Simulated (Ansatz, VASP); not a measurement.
# Cu in VASP and in Ansatz

```
CELL_PARAMETERS angstrom
2.56761 0.00000 0.00000
-1.28381 2.22362 0.00000
0.00000 0.00000 4.19513
ATOMIC_POSITIONS crystal
Cu 0.33333 0.66667 0.25000
Cu 0.66667 0.33333 0.75000
```

Alike in both runs: functional PBE; k mesh 18 × 18 × 10; occupations fermi-dirac, width 0.05 eV; no spin polarisation.

Ansatz relaxed the structure, and its values are those at the end. VASP's run is a single point on that final structure, the one shown.

```csv
,VASP,Ansatz
version,VASP 6.6.1,Ansatz 0.2.0
potentials or method,"VASP PAW PBE potentials, release 64 (Cu), cutoff 520 eV","all-electron LAPW, scalar-relativistic"
```

```tsv
	VASP	Ansatz	Ansatz less VASP
pressure (GPa)	0.8	0.0	-0.79
```

Ansatz ran all-electron here, and VASP with PAW potentials.
